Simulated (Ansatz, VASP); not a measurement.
Sn4Se3: VASP beside Ansatz

File INCAR:

```
PREC = Accurate ; ENCUT = 600
EDIFF = 1E-6 ; ISMEAR = 0
SIGMA = 0.1 ; LREAL = False
LASPH = True ; NELM = 80
ALGO = Fast ; ISIF = 3
LWAVE = False ; LCHARG = False
GGA = PE ; IBRION = 2
NSW = 100 ; EDIFFG = -0.01
```

File KPOINTS:

```
Automatic mesh
0
Gamma
  6 6 6
```

Contents of POSCAR:

```
Sn4Se3
1.0
    5.9616574438      0.0000000000      0.0000000000
    0.0000000000      5.9616574438      0.0000000000
    0.0000000000      0.0000000000      5.9616574438
Sn Se
4 3
Direct
    0.0000000000      0.0000000000      0.0000000000
    0.5000000000      0.0000000000      0.5000000000
    0.5000000000      0.5000000000      0.0000000000
    0.0000000000      0.5000000000      0.5000000000
    0.5000000000      0.0000000000      0.0000000000
    0.0000000000      0.5000000000      0.0000000000
    0.0000000000      0.0000000000      0.5000000000
```

Input for Ansatz:

```yaml
crystal:
  lattice:
    - [5.9616574438, 0.0, 0.0]
    - [0.0, 5.9616574438, 0.0]
    - [0.0, 0.0, 5.9616574438]
  atoms:
    - { symbol: Sn, position: [0.0, 0.0, 0.0] }
    - { symbol: Sn, position: [0.5, 0.0, 0.5] }
    - { symbol: Sn, position: [0.5, 0.5, 0.0] }
    - { symbol: Sn, position: [0.0, 0.5, 0.5] }
    - { symbol: Se, position: [0.5, 0.0, 0.0] }
    - { symbol: Se, position: [0.0, 0.5, 0.0] }
    - { symbol: Se, position: [0.0, 0.0, 0.5] }
basis:
  ecutwfc: 420
kpoints:
  mp_grid: { grid: [6, 6, 6] }
hamiltonian:
  xc: pbe
scf:
  occupations: { method: gaussian, width: 0.1 }
output:
  forces: true
  stress: true
  eigenvalues: true
relax:
  adjacent_minimum: "off"
  f_tol: 0.01
  max_steps: 80
  cell: { stress_tol: 0.05 }
```

Alike in both runs: task relaxation of cell and atoms; functional PBE; k mesh 6 × 6 × 6; occupations gaussian, width 0.1 eV; no spin polarisation.

```csv
,VASP,Ansatz
version,VASP 6.6.1,Ansatz 0.2.0
potentials or method,"VASP PAW PBE potentials, release 64 (Sn_d, Se), cutoff 600 eV","scalar-relativistic, plane waves, PAW"
valence electrons in the cell,74,104
```

```csv
,VASP,Ansatz,Ansatz less VASP
"gap on the k mesh at the Fermi level, each at its own relaxed structure (eV)",none,none,-
relaxed volume (Å³/atom),30.61,30.60,-0.007
relaxed length of the cell vector where the two differ most in proportion (Å),5.984,5.983,-0.0004
```

A gap of «none» marks a metal or a gap that the smearing closes. VASP's potentials hold 74 valence electrons a cell and Ansatz's 104, so a difference there can come from the potentials and not from the codes.
